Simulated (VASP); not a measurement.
# CdS (P4/mmm) in VASP: relaxation of cell and atoms with PBE

Aim: the relaxation of cell and atoms of CdS with PBE.

Program: VASP 6.6.1. These are calculated values, not measurements. Logs are shortened: lines on timing, memory, paths and dates and some standing lists are left out, and cuts for length are marked.

## (1) The cell of the first run

The structure is tetragonal, space group P4/mmm (No. 123). Conventional cell: a = 3.416 Å, b = 3.416 Å, c = 4.477 Å, α = 90.00°, β = 90.00°, γ = 90.00°. Cd (site symmetry 4/mmm) has 8 S at 3.29 Å and 4 Cd at 3.42 Å within 4.3 Å. Within 4.3 Å of S (site symmetry 4/mmm) lie 8 Cd at 3.29 Å and 4 S at 3.42 Å.

## (2) Relaxation of cell and atoms, PBE

The input, INCAR:

```
SYSTEM = CdS
PREC = Accurate
ENCUT = 600
EDIFF = 1E-6
ISMEAR = 0
SIGMA = 0.1
LREAL = .FALSE.
LASPH = .TRUE.
NELM = 60
ALGO = Normal
ISIF = 3
LWAVE = .FALSE.
LCHARG = .FALSE.
GGA = PE
IBRION = 2
NSW = 90
EDIFFG = -0.04
```

The input, KPOINTS:

```
Automatic mesh
0
G
  6 6 4
  0 0 0
```

The input, POSCAR:

```
CdS
1.0
    3.4160221691      0.0000000000      0.0000000000
    0.0000000000      3.4160221691      0.0000000000
    0.0000000000      0.0000000000      4.4774290574
Cd S
1 1
Direct
    0.5000000000      0.5000000000      0.5000000000
    0.0000000000      0.0000000000      0.0000000000
```

Potentials or basis: VASP PAW PBE potentials, release 64 (Cd, S).

Started as:

```
cat potpaw_PBE.64/Cd/POTCAR potpaw_PBE.64/S/POTCAR > POTCAR
mpirun -np 1 vasp_std > vasp.out
```

OUTCAR:

```text
SYSTEM = CdS
   PREC = Accurate
   ENCUT = 600
   EDIFF = 1E-6
   ISMEAR = 0
   LREAL = .FALSE.
   LASPH = .TRUE.
   NELM = 60
   ISIF = 3
   GGA = PE
   IBRION = 2
   NSW = 90
   EDIFFG = -0.04

 ion  position               nearest neighbor table
   1  0.500  0.500  0.500-
   2  0.000  0.000  0.000-

  LATTYP: Found a simple tetragonal cell.
 ALAT       =     3.4160221691
 C/A-ratio  =     1.3107142857

  Lattice vectors:

 A1 = (   3.4160221691,   0.0000000000,   0.0000000000)
 A2 = (   0.0000000000,   3.4160221691,   0.0000000000)
 A3 = (   0.0000000000,   0.0000000000,   4.4774290574)

Analysis of symmetry for initial positions (statically):
=====================================================================
 Subroutine PRICEL returns:
 Original cell was already a primitive cell.

 Routine SETGRP: Setting up the symmetry group for a
 simple tetragonal supercell.

 Subroutine GETGRP returns: Found 16 space group operations
 (whereof 16 operations were pure point group operations)
 out of a pool of 16 trial point group operations.

The static configuration has the point symmetry D_4h.

Analysis of symmetry for dynamics (positions and initial velocities):
=====================================================================
 Subroutine PRICEL returns:
 Original cell was already a primitive cell.

 Routine SETGRP: Setting up the symmetry group for a
 simple tetragonal supercell.

 Subroutine GETGRP returns: Found 16 space group operations
 (whereof 16 operations were pure point group operations)
 out of a pool of 16 trial point group operations.

The dynamic configuration has the point symmetry D_4h.

 Subroutine INISYM returns: Found 16 space group operations
 (whereof 16 operations are pure point group operations),
 and found     1 'primitive' translations

----------------------------------------------------------------------------------------

                                     Primitive cell

  volume of cell :      52.2480

  direct lattice vectors                    reciprocal lattice vectors
     3.416022169  0.000000000  0.000000000     0.292738147  0.000000000  0.000000000
     0.000000000  3.416022169  0.000000000     0.000000000  0.292738147  0.000000000
     0.000000000  0.000000000  4.477429057     0.000000000  0.000000000  0.223342455

  length of vectors
     3.416022169  3.416022169  4.477429057     0.292738147  0.292738147  0.223342455

  position of ions in fractional coordinates (direct lattice)
     0.500000000  0.500000000  0.500000000
     0.000000000  0.000000000  0.000000000

  ion indices of the primitive-cell ions
   primitive index   ion index
                 1           1
                 2           2

----------------------------------------------------------------------------------------

 KPOINTS: Automatic mesh

Automatic generation of k-mesh.
 Grid dimensions read from file:
 generate k-points for:    6    6    4

 Generating k-lattice:

  Cartesian coordinates                     Fractional coordinates (reciprocal lattice)
     0.048789691  0.000000000  0.000000000     0.166666667  0.000000000  0.000000000
     0.000000000  0.048789691  0.000000000     0.000000000  0.166666667  0.000000000
     0.000000000  0.000000000  0.055835614     0.000000000  0.000000000  0.250000000

  Length of vectors
     0.048789691  0.048789691  0.055835614

  Shift w.r.t. Gamma in fractional coordinates (k-lattice)
     0.000000000  0.000000000  0.000000000

 Subroutine IBZKPT returns following result:
 ===========================================

 Found     30 irreducible k-points:

 Following reciprocal coordinates:
            Coordinates               Weight
  0.000000  0.000000  0.000000      1.000000
  0.166667  0.000000  0.000000      4.000000
  0.333333  0.000000  0.000000      4.000000
  0.500000  0.000000  0.000000      2.000000
  0.166667  0.166667  0.000000      4.000000
  0.333333  0.166667  0.000000      8.000000
[... 16 lines left out ...]
  0.333333  0.000000  0.500000      4.000000
  0.500000  0.000000  0.500000      2.000000
 [... further k-points ...]
   k-points           NKPTS =     30   k-points in BZ     NKDIM =     30   number of bands    NBANDS=     13
   number of dos      NEDOS =    301   number of ions     NIONS =      2
   total plane-waves  NPLWV =  28224
   dimension x,y,z NGX =    28 NGY =   28 NGZ =   36
   dimension x,y,z NGXF=    56 NGYF=   56 NGZF=   72
   ions per type =               1   1
   NGX,Y,Z   is equivalent  to a cutoff of  13.63, 13.63, 13.37 a.u.
   NGXF,Y,Z  is equivalent  to a cutoff of  27.25, 27.25, 26.73 a.u.
 SYSTEM =  CdS
   PREC   = accura    normal or accurate (medium, high low for compatibility)
   ISTART =      0    job   : 0-new  1-cont  2-samecut
   ICHARG =      2    charge: 1-file 2-atom 10-const
   ISPIN  =      1    spin polarized calculation?
   LNONCOLLINEAR =      F non collinear calculations
   LSORBIT =      F    spin-orbit coupling
   LASPH  =      T    aspherical Exc in radial PAW
   ENCUT  =  600.0 eV  44.10 Ry    6.64 a.u.   6.82  6.82  8.94*2*pi/ulx,y,z
   NELM   =     60;   NELMIN=  2; NELMDL= -5     # of ELM steps
   EDIFF  = 0.1E-05   stopping-criterion for ELM
   LREAL  =      F    real-space projection
   EDIFFG = -.4E-01   stopping-criterion for IOM
   NSW    =     90    number of steps for IOM
   IBRION =      2    ionic relax: 0-MD 1-quasi-New 2-CG
   NFREE  =      1    steps in history (QN), initial steepest desc. (CG)
   ISIF   =      3    stress and relaxation
   ISYM   =      2    0-nonsym 1-usesym 2-fastsym
   POTIM  = 0.5000    time-step for ionic-motion
   TEBEG  =    0.0;   TEEND  =   0.0 temperature during run
   PSTRESS=    0.0 pullay stress
   NELECT =      18.0000    total number of electrons
   NUPDOWN=      -1.0000    fix difference up-down
   EMIN   =  10.00;   EMAX   =-10.00  energy-range for DOS
   EFERMI =   0.00;   METHOD = LEGACY
   ISMEAR =     0;   SIGMA  =   0.10  broadening in eV -4-tet -1-fermi 0-gaus
   EFERMI_NEDOS =   21; number of points for ismear=-14 and -15
   IALGO  =     38    algorithm
   IMIX   =      4    mixing-type and parameters
     AMIX     =   0.40;   BMIX     =  1.00
     AMIX_MAG =   1.60;   BMIX_MAG =  1.00
  volume/ion in A,a.u.               =      26.12       176.29
  Fermi-wavevector in a.u.,A,eV,Ry     =   1.147649  2.168742 17.920200  1.317098
  Thomas-Fermi vector in A             =   2.284328
   LORBIT       =      0    0 simple, 1 ext, 2 COOP (PROOUT), +10 PAW based schemes
   GGA     = PE    functional components
   LHFCALC =     F    Hartree Fock is set to
   AEXX    =    0.0000 exact exchange contribution
   IVDW    =     0    specifies the selected vdW correction
   LEPSILON=     F    determine dielectric tensor
   LRPA    =     F    only Hartree local field effects (RPA)
 conjugate gradient relaxation of ions
 non-spin polarized calculation
 Gauss-broadening in eV      SIGMA  =   0.10
  energy-cutoff  :      600.00
  volume of cell :       52.25
 maximum number of plane-waves:      1768
 NGX is ok and might be reduce to    28
   NGX = 13   NGY = 13   NGZ = 17

--------------------------------------- Ionic step        1  -------------------------------------------

 number of electron      18.0000002 magnetization

 Free energy of the ion-electron system (eV)
  ---------------------------------------------------
  ext. energy  EPLUGINS =         0.00000000
  ---------------------------------------------------
  free energy    TOTEN  =        -4.01396032 eV

  energy without entropy =       -4.00285131  energy(sigma->0) =       -4.00840582

 E-fermi :   1.7945     XC(G=0):  -9.4122

 val. band max:        1.7879898304   @ k =   0.0000   0.0000   0.5000
 cond. band min:       1.7972990883   @ k =   0.1667   0.1667   0.0000
 fundamental gap:      0.0093092579
 Fermi energy:         1.7944778236

 k-point     1 :       0.0000    0.0000    0.0000
  band No.  band energies     occupation
      1     -10.5786      2.00000
      2      -6.9561      2.00000
      3      -6.7255      2.00000
      4      -6.4487      2.00000
      5      -6.4487      2.00000
      6      -6.4250      2.00000
      7      -1.0056      2.00000
      8      -0.8101      2.00000
      9       1.5221      1.99988
     10       1.5221      1.99988
     11       8.2722      0.00000
     12       9.3971      0.00000
     13       9.4038      0.00000
[... 353 lines left out ...]
 k-point    24 :       0.5000    0.0000    0.5000
  band No.  band energies     occupation
      1      -9.8294      2.00000
      2      -6.7958      2.00000
      3      -6.5782      2.00000
      4      -6.4408      2.00000
      5      -6.4351      2.00000
      6      -6.3740      2.00000
      7      -1.8248      2.00000
      8      -1.4388      2.00000
      9       0.2995      2.00000
     10       2.0896      0.00003
     11       6.3741      0.00000
     12       9.1700      0.00000
     13      10.4399      0.00000

 [... further k-points ...]
[... 5 lines left out ...]
  --------------------------------------------------------------------------------------
  -------------------------------------------------------------------------------------
  Total       -1.8271875     -1.8271875     -4.8192767      0.0000000      0.0000000      0.0000000
  in kB      -56.0303883    -56.0303883   -147.7822824      0.0000000      0.0000000      0.0000000
  external PRESSURE =     -86.6143530 kB  Pullay stress =       0.0000000 kB
[... 237 lines left out ...]
  energy  without entropy=       -4.8528296866  energy(sigma->0) =       -4.85668473

--------------------------------------- Ionic step        8  -------------------------------------------

 number of electron      17.9999998 magnetization

 Free energy of the ion-electron system (eV)
  ---------------------------------------------------
  ext. energy  EPLUGINS =         0.00000000
  ---------------------------------------------------
  free energy    TOTEN  =        -4.86488905 eV

  energy without entropy =       -4.85735487  energy(sigma->0) =       -4.86112196

 E-fermi :   3.8294     XC(G=0): -10.6747

 val. band max:        3.8115641098   @ k =   0.1667   0.0000   0.5000
 cond. band min:       3.8437035299   @ k =   0.5000   0.0000   0.0000
 fundamental gap:      0.0321394200
 Fermi energy:         3.8294016439

 k-point     1 :       0.0000    0.0000    0.0000
  band No.  band energies     occupation
      1      -9.5227      2.00000
      2      -4.9901      2.00000
      3      -4.9449      2.00000
      4      -4.4100      2.00000
      5      -4.4100      2.00000
      6      -4.4035      2.00000
      7       2.4027      2.00000
      8       2.6910      2.00000
      9       2.6910      2.00000
     10       2.6987      2.00000
     11      10.3350      0.00000
     12      10.4940      0.00000
     13      15.0955      0.00000
[... 353 lines left out ...]
 k-point    24 :       0.5000    0.0000    0.5000
  band No.  band energies     occupation
      1      -8.1646      2.00000
      2      -4.7827      2.00000
      3      -4.5748      2.00000
      4      -4.5466      2.00000
      5      -4.2288      2.00000
      6      -4.0596      2.00000
      7      -0.6099      2.00000
      8      -0.5288      2.00000
      9       2.7321      2.00000
     10       3.8634      0.63071
     11      11.3075      0.00000
     12      11.5218      0.00000
     13      12.4878      0.00000

 [... further k-points ...]
[... 5 lines left out ...]
  --------------------------------------------------------------------------------------
  -------------------------------------------------------------------------------------
  Total        0.0001211      0.0001211      0.0006733      0.0000000     -0.0000000      0.0000000
  in kB        0.0048600      0.0048600      0.0270284      0.0000000     -0.0000000      0.0000000
  external PRESSURE =       0.0122494 kB  Pullay stress =       0.0000000 kB
[... 17 lines left out ...]
  FREE ENERGIE OF THE ION-ELECTRON SYSTEM (eV)
  ---------------------------------------------------
  free  energy   TOTEN  =        -4.8648890502 eV

  energy  without entropy=       -4.8573548716  energy(sigma->0) =       -4.86112196

 reached required accuracy - stopping structural energy minimisation
```

Wall time 66 s (1 thread of Intel Xeon Platinum 8488C (Sapphire Rapids), shared host); peak memory 0.19 GiB.

Results:

```yaml
Free_energy: -4.8649 eV
Relaxed_volume: 19.95 Å³/atom
Relaxed_cell: a = 3.392 Å, b = 3.392 Å, c = 3.469 Å, α = 90.00°, β = 90.00°, γ = 90.00°
Space_group_after_relaxing_to_0.1_Å: Pm-3m (No. 221)
Energy_gained_by_relaxing: 425.5 meV/atom
Ionic_steps: 8
Pressure_after_relaxing: 0.0 GPa
Band_gap_on_the_k_mesh: zero (bands 9 and 10 overlap by 1.15 eV)
```

Step by step:
| step | energy change (eV) | largest force (eV/Å) | pressure (GPa) | volume (Å³) |
| --- | --- | --- | --- | --- |
| 1 | 0.0000 | 0.0000 | -8.66 | 52.25 |
| 2 | -0.5961 | 0.0000 | -2.79 | 42.19 |
| 3 | -0.6770 | 0.0000 | 2.09 | 39.04 |
| 4 | -0.6795 | 0.0000 | 3.19 | 38.50 |
| 5 | -0.8255 | 0.0000 | 3.19 | 38.28 |
| 6 | -0.8329 | 0.0000 | 3.46 | 38.17 |
| 7 | -0.8466 | 0.0000 | -1.49 | 40.82 |
| 8 | -0.8509 | 0.0000 | 0.00 | 39.91 |

Final structure:
```
Cd S
1.0
     3.39188    0.00000    0.00000
     0.00000    3.39188    0.00000
     0.00000    0.00000    3.46891
Cd S
1 1
Cartesian
  1.6959 1.6959 1.7345
  0.0000 0.0000 0.0000
```

Caveat: the volume moved by over 15 % at a fixed basis, so the end points are rough.
